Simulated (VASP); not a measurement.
Wanted: the native input for a VASP 6.6.1 run.

```yaml
Task: single point
Functional: PBE
Potentials_or_basis: VASP PAW PBE potentials, release 64 (Mn_pv)
Cutoff: 520 eV
k_mesh: 19 × 19 × 19
Occupations: fermi-dirac, width 0.0612256 eV
Spin: no spin polarisation
Dipole_correction: no
Further_INCAR_settings: ALGO = Normal; EDIFF = 1e-06; NBANDS = 20
```

The structure of Mn lies in POSCAR:

```
Mn
1.0
    0.0000000000      2.4760113542      2.4760113542
    2.4760113542      0.0000000000      2.4760113542
    2.4760113542      2.4760113542      0.0000000000
Mn
2
Direct
    0.0000000000      0.0000000000      0.0000000000
    0.2500000000      0.2500000000      0.2500000000
```

This isn't the form of Mn at room conditions, which is a 58-atom cubic cell.

These files were run (other wordings do the same):

INCAR

```
PREC = Accurate
ENCUT = 520
EDIFF = 1E-6
ISMEAR = -1
SIGMA = 0.06122561905347299
LREAL = F
LASPH = T
NELM = 60
ALGO = Normal
ISIF = 2
LWAVE = F
LCHARG = F
GGA = PE
NBANDS = 20
```

KPOINTS

```
Automatic mesh
0
Gamma
  19 19 19
```

Potentials or basis: VASP PAW PBE potentials, release 64 (Mn_pv).

Launch:

```sh
$ cat potpaw_PBE.64/Mn_pv/POTCAR > POTCAR
$ mpirun -np 1 vasp_std > vasp.out
```

Results of the run:

```yaml
Pressure: 0.5 GPa
Band_gap_on_the_k_mesh: zero (bands 13 and 14 overlap by 0.63 eV)
```

Caveat: the run has no spin polarisation, though such a crystal can be magnetic.

Run time: 44 s on 1 thread of Intel(R) Xeon(R) 6975P-C (Granite Rapids), with other jobs on the host, peak memory 0.23 GiB.
